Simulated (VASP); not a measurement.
Crystal: Mo.

```
Mo
1.0
    -1.57339    1.57339    1.57339
     1.57339   -1.57339    1.57339
     1.57339    1.57339   -1.57339
Mo
1
Direct
  0.00000 0.00000 0.00000
```

* Program: VASP 6.6.1
* Task: relaxation of cell and atoms
* Functional: PBEsol
* Potentials or basis: VASP PAW PBE potentials, release 64 (Mo_sv)
* Cutoff: 600 eV
* k mesh: 17 × 17 × 17
* Occupations: fermi-dirac, width 0.08 eV
* Spin: no spin polarisation

At the start: pressure -3.9 GPa; volume 15.58 Å³/atom.

Question: How do energy, volume and symmetry change on relaxing?

Answer: Over 4 steps the energy falls by 2.7 meV/atom and the volume is 15.36 Å³/atom (-1.4 %); space group Im-3m (No. 229, to 0.05 Å).

Step by step:
| step | energy change (eV) | largest force (eV/Å) | pressure (GPa) | volume (Å³) |
| --- | --- | --- | --- | --- |
| 1 | 0.0000 | 0.0000 | -3.88 | 15.58 |
| 2 | 0.0205 | 0.0000 | 12.51 | 14.74 |
| 3 | -0.0027 | 0.0000 | -0.06 | 15.36 |
| 4 | -0.0027 | 0.0000 | 0.02 | 15.36 |

Final structure:
```
Mo
1.0
    -1.56590    1.56590    1.56590
     1.56590   -1.56590    1.56590
     1.56590    1.56590   -1.56590
Mo
1
Direct
  0.00000 0.00000 0.00000
```

Caveat: the PAW data sets were made with another functional, which shifts forces and pressure a little.
